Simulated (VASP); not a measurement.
# Ta (Fm-3m) in VASP: notebook, part 2 of 2

VASP 6.6.1. Earlier steps stand in the parts before.

## (6) Relaxation of cell and atoms, PBEsol, target pressure 58 GPa, at which the enthalpy is minimised

INCAR

```
PREC = Accurate ; ENCUT = 600
EDIFF = 1E-6 ; ISMEAR = -1
SIGMA = 0.08 ; LREAL = F
LASPH = T ; NELM = 100
ALGO = Normal ; ISIF = 3
LWAVE = F ; LCHARG = F
GGA = PS ; IBRION = 2
NSW = 32 ; EDIFFG = -0.005
PSTRESS = 580.0
```

KPOINTS

```
Automatic mesh
0
Gamma
  17 17 17
```

POSCAR

```
Ta
1.0
    0.0000000000      1.9536935156      1.9536935156
    1.9536935156      0.0000000000      1.9536935156
    1.9536935156      1.9536935156      0.0000000000
Ta
1
Direct
    0.0000000000      0.0000000000      0.0000000000
```

Potentials or basis: VASP PAW PBE potentials, release 64 (Ta_pv).

Run with:

```sh
cat potpaw_PBE.64/Ta_pv/POTCAR > POTCAR
mpirun -np 1 vasp_std > vasp.out
```

OUTCAR:

```text
PREC = Accurate
   ENCUT = 600
   EDIFF = 1E-6
   ISMEAR = -1
   LREAL = F
   LASPH = T
   NELM = 100
   ISIF = 3
   GGA = PS
   IBRION = 2
   NSW = 32
   EDIFFG = -0.005
   PSTRESS = 580.0

 ion  position               nearest neighbor table
   1  0.000  0.000  0.000-

  LATTYP: Found a face centered cubic cell.
 ALAT       =     3.9073870312

  Lattice vectors:

 A1 = (   0.0000000000,   1.9536935156,   1.9536935156)
 A2 = (   1.9536935156,   0.0000000000,   1.9536935156)
 A3 = (   1.9536935156,   1.9536935156,   0.0000000000)

Analysis of symmetry for initial positions (statically):
=====================================================================
 Subroutine PRICEL returns:
 Original cell was already a primitive cell.

 Routine SETGRP: Setting up the symmetry group for a
 face centered cubic supercell.

 Subroutine GETGRP returns: Found 48 space group operations
 (whereof 48 operations were pure point group operations)
 out of a pool of 48 trial point group operations.

The static configuration has the point symmetry O_h .

Analysis of symmetry for dynamics (positions and initial velocities):
=====================================================================
 Subroutine PRICEL returns:
 Original cell was already a primitive cell.

 Routine SETGRP: Setting up the symmetry group for a
 face centered cubic supercell.

 Subroutine GETGRP returns: Found 48 space group operations
 (whereof 48 operations were pure point group operations)
 out of a pool of 48 trial point group operations.

The dynamic configuration has the point symmetry O_h .

 Subroutine INISYM returns: Found 48 space group operations
 (whereof 48 operations are pure point group operations),
 and found     1 'primitive' translations

----------------------------------------------------------------------------------------

                                     Primitive cell

  volume of cell :      14.9142

  direct lattice vectors                    reciprocal lattice vectors
     0.000000000  1.953693516  1.953693516    -0.255925505  0.255925505  0.255925505
     1.953693516  0.000000000  1.953693516     0.255925505 -0.255925505  0.255925505
     1.953693516  1.953693516  0.000000000     0.255925505  0.255925505 -0.255925505

  length of vectors
     2.762939866  2.762939866  2.762939866     0.443275978  0.443275978  0.443275978

  position of ions in fractional coordinates (direct lattice)
     0.000000000  0.000000000  0.000000000

  ion indices of the primitive-cell ions
   primitive index   ion index
                 1           1

----------------------------------------------------------------------------------------

 KPOINTS: Automatic mesh

Automatic generation of k-mesh.
 Grid dimensions read from file:
 generate k-points for:   17   17   17

 Generating k-lattice:

  Cartesian coordinates                     Fractional coordinates (reciprocal lattice)
    -0.015054441  0.015054441  0.015054441     0.058823529  0.000000000  0.000000000
     0.015054441 -0.015054441  0.015054441     0.000000000  0.058823529  0.000000000
     0.015054441  0.015054441 -0.015054441     0.000000000  0.000000000  0.058823529

[... 40 lines left out ...]
   total plane-waves  NPLWV =  13824
   dimension x,y,z NGX =    24 NGY =   24 NGZ =   24
   dimension x,y,z NGXF=    48 NGYF=   48 NGZF=   48
   ions per type =               1
   NGX,Y,Z   is equivalent  to a cutoff of  14.44, 14.44, 14.44 a.u.
   NGXF,Y,Z  is equivalent  to a cutoff of  28.88, 28.88, 28.88 a.u.
 SYSTEM =  unknown system
   PREC   = accura    normal or accurate (medium, high low for compatibility)
   ISTART =      0    job   : 0-new  1-cont  2-samecut
   ICHARG =      2    charge: 1-file 2-atom 10-const
   ISPIN  =      1    spin polarized calculation?
   LNONCOLLINEAR =      F non collinear calculations
   LSORBIT =      F    spin-orbit coupling
   LASPH  =      T    aspherical Exc in radial PAW
   ENCUT  =  600.0 eV  44.10 Ry    6.64 a.u.   5.52  5.52  5.52*2*pi/ulx,y,z
   NELM   =    100;   NELMIN=  2; NELMDL= -5     # of ELM steps
   EDIFF  = 0.1E-05   stopping-criterion for ELM
   LREAL  =      F    real-space projection
   EDIFFG = -.5E-02   stopping-criterion for IOM
   NSW    =     32    number of steps for IOM
   IBRION =      2    ionic relax: 0-MD 1-quasi-New 2-CG
   NFREE  =      1    steps in history (QN), initial steepest desc. (CG)
   ISIF   =      3    stress and relaxation
   ISYM   =      2    0-nonsym 1-usesym 2-fastsym
   POTIM  = 0.5000    time-step for ionic-motion
   TEBEG  =    0.0;   TEEND  =   0.0 temperature during run
   PSTRESS=  580.0 pullay stress
   NELECT =      11.0000    total number of electrons
   NUPDOWN=      -1.0000    fix difference up-down
   EMIN   =  10.00;   EMAX   =-10.00  energy-range for DOS
   EFERMI =   0.00;   METHOD = LEGACY
   ISMEAR =    -1;   SIGMA  =   0.08  broadening in eV -4-tet -1-fermi 0-gaus
   EFERMI_NEDOS =   21; number of points for ismear=-14 and -15
   IALGO  =     38    algorithm
   IMIX   =      4    mixing-type and parameters
     AMIX     =   0.40;   BMIX     =  1.00
     AMIX_MAG =   1.60;   BMIX_MAG =  1.00
  volume/ion in A,a.u.               =      14.91       100.65
  Fermi-wavevector in a.u.,A,eV,Ry     =   1.479129  2.795148 29.767121  2.187822
  Thomas-Fermi vector in A             =   2.593325
   LORBIT       =      0    0 simple, 1 ext, 2 COOP (PROOUT), +10 PAW based schemes
   GGA     = PS    functional components
   LHFCALC =     F    Hartree Fock is set to
   AEXX    =    0.0000 exact exchange contribution
   IVDW    =     0    specifies the selected vdW correction
   LEPSILON=     F    determine dielectric tensor
   LRPA    =     F    only Hartree local field effects (RPA)
 conjugate gradient relaxation of ions
 non-spin polarized calculation
  energy-cutoff  :      600.00
  volume of cell :       14.91
 maximum number of plane-waves:       531
 NGX is ok and might be reduce to    24
   NGX = 11   NGY = 11   NGZ = 11

--------------------------------------- Ionic step        1  -------------------------------------------

 number of electron      11.0000000 magnetization

 Free energy of the ion-electron system (eV)
  ---------------------------------------------------
  ext. energy  EPLUGINS =         0.00000000
  ---------------------------------------------------
  free energy    TOTEN  =       -11.77930056 eV

  energy without entropy =      -11.75741897  energy(sigma->0) =      -11.76835977

------------------------ aborting loop because EDIFF is reached ----------------------------------------

  FORCE on cell =-STRESS in cart. coord.  units (eV):
  Direction    XX          YY          ZZ          XY          YZ          ZX
  --------------------------------------------------------------------------------------
  -------------------------------------------------------------------------------------
  Total        5.4760128      5.4760128      5.4760128      0.0000000      0.0000000      0.0000000
  in kB      588.2686913    588.2686913    588.2686913      0.0000000      0.0000000      0.0000000
  external PRESSURE =       8.2686913 kB  Pullay stress =     580.0000000 kB
[... 61 lines left out ...]
--------------------------------------- Ionic step        3  -------------------------------------------

 number of electron      11.0000000 magnetization

 Free energy of the ion-electron system (eV)
  ---------------------------------------------------
  ext. energy  EPLUGINS =         0.00000000
  ---------------------------------------------------
  free energy    TOTEN  =       -11.79030646 eV

  energy without entropy =      -11.76840170  energy(sigma->0) =      -11.77935408

 E-fermi :   7.4324     XC(G=0): -13.7162

 val. band max:        7.3892020415   @ k =  -0.4706   0.2353   0.0000
 cond. band min:       7.4356002384   @ k =   0.3529   0.0000   0.0000
 fundamental gap:      0.0463981969
 Fermi energy:         7.4324252884

 k-point     1 :       0.0000    0.0000    0.0000
  band No.  band energies     occupation
      1     -25.3249      2.00000
      2     -25.3249      2.00000
      3     -25.3249      2.00000
      4      -1.6542      2.00000
      5       7.6560      0.11520
      6       7.6560      0.11520
      7       7.6560      0.11520
      8      11.7163      0.00000
      9      11.7163      0.00000
[... 265 lines left out ...]
 k-point    24 :      -0.1176    0.0588    0.0000
  band No.  band energies     occupation
      1     -25.7733      2.00000
      2     -25.4346      2.00000
      3     -25.3579      2.00000
      4      -0.5384      2.00000
      5       6.7976      1.99928
      6       8.1364      0.00030
      7       8.1518      0.00025
      8      10.8319      0.00000
      9      11.7122      0.00000

 [... further k-points ...]

------------------------ aborting loop because EDIFF is reached ----------------------------------------

  FORCE on cell =-STRESS in cart. coord.  units (eV):
  Direction    XX          YY          ZZ          XY          YZ          ZX
  --------------------------------------------------------------------------------------
  -------------------------------------------------------------------------------------
  Total        5.4090042      5.4090042      5.4090042     -0.0000000      0.0000000     -0.0000000
  in kB      579.8958625    579.8958625    579.8958625     -0.0000000      0.0000000     -0.0000000
  external PRESSURE =      -0.1041375 kB  Pullay stress =     580.0000000 kB
[... 20 lines left out ...]
  energy  without entropy=      -11.7684016981  energy(sigma->0) =      -11.77935408

  enthalpy is  TOTEN    =        -6.3803309087 eV   P V=        5.4099755485

 reached required accuracy - stopping structural energy minimisation
```

OSZICAR:

```text
N       E                     dE             d eps       ncg     rms          rms(c)
DAV:   1     0.520394714741E+02    0.52039E+02   -0.72456E+03  2970   0.135E+03
DAV:   2    -0.115135391709E+02   -0.63553E+02   -0.62584E+02  3654   0.271E+02
DAV:   3    -0.121780898959E+02   -0.66455E+00   -0.64463E+00  3418   0.275E+01
[... 16 lines left out ...]
DAV:   1    -0.117950842083E+02    0.43120E-01   -0.16735E-01  3025   0.621E+00    0.744E-01
DAV:   2    -0.117912413938E+02    0.38428E-02   -0.48389E-03  3043   0.944E-01    0.263E-01
DAV:   3    -0.117902846431E+02    0.95675E-03   -0.29114E-03  3101   0.707E-01    0.894E-02
DAV:   4    -0.117903063418E+02   -0.21699E-04   -0.38790E-05  3321   0.719E-02    0.854E-03
DAV:   5    -0.117903064572E+02   -0.11544E-06   -0.28199E-06  3023   0.210E-02
   3 F= -.63803309E+01 E0= -.63693785E+01  d E =-.724199E-04
```

CONTCAR:

```text
Ta
   1.00000000000000
     0.0000000000000000    1.9550114192753392    1.9550114192753392
     1.9550114192753392   -0.0000000000000000    1.9550114192753392
     1.9550114192753392    1.9550114192753392    0.0000000000000000
  Ta
     1
Direct
     0.0000000000000000    0.0000000000000000    0.0000000000000000

  0.00000000E+00  0.00000000E+00  0.00000000E+00
```

Wall time 16 s (1 thread of Intel Xeon 6975P-C (Granite Rapids), shared host); peak memory 0.16 GiB.

What came out:

| Property | Result |
| --- | --- |
| Free energy | -11.7903 eV |
| Relaxed volume | 14.94 Å³/atom |
| Relaxed cell | a = 2.765 Å, b = 2.765 Å, c = 2.765 Å, α = 60.00°, β = 60.00°, γ = 60.00° |
| Space group after relaxing (to 0.05 Å) | Fm-3m (No. 225) |
| Energy change on relaxing (the enthalpy is what falls) | -11.0 meV/atom |
| Ionic steps | 3 |
| Pressure after relaxing | 58.0 GPa |

The path:
```tsv
step	energy change (eV)	largest force (eV/Å)	pressure (GPa)	volume (Å³)
1	0.0000	0.0000	58.83	14.91
2	-0.0589	0.0000	54.44	15.08
3	-0.0110	0.0000	57.99	14.94
```

Final structure:
```xyz
1
Lattice="0.0000 1.9550 1.9550 1.9550 0.0000 1.9550 1.9550 1.9550 0.0000" Properties=species:S:1:pos:R:3 pbc="T T T"
Ta    0.0000    0.0000    0.0000
```

Caveat: the cell is relaxed towards a set pressure, so the enthalpy falls and the energy may rise; the PAW data sets were made with another functional, which shifts forces and pressure a little; spin-orbit coupling is left out, which moves the levels of the heavy elements.

## (7) Overview

| task | cell | cutoff (eV) | gap on the mesh (eV) | pressure (GPa) |
| --- | --- | --- | --- | --- |
| single point | a = 2.763 Å, angles 60.0°, 1 atom | 520 | none | 58.8 |
| single point | a = 2.761 Å, angles 60.0°, 1 atom | 520 | none | 59.5 |
| single point | a = 2.953 Å, angles 60.0°, 1 atom | 520 | none | 0.1 |
| relaxation of cell and atoms | relaxed to 58 GPa from a = 2.762 Å, angles 60.0°, 1 atom | 600 | none | 58.0 |
| relaxation of cell and atoms | relaxed to 58 GPa from a = 2.763 Å, angles 60.0°, 1 atom | 600 | none | 58.0 |

Alike in all rows: level PBEsol; potentials or basis VASP PAW PBE potentials, release 64 (Ta_pv); no spin polarisation; k mesh 17 × 17 × 17; smearing fermi-dirac 0.08 eV.

Caveats: the PAW data sets were made with another functional, which shifts forces and pressure a little; spin-orbit coupling is left out, which moves the levels of the heavy elements; the cell is relaxed towards a set pressure, so the enthalpy falls and the energy may rise (some runs).

Total energies depend on the potentials used, so only differences within one code and one set of settings carry meaning.
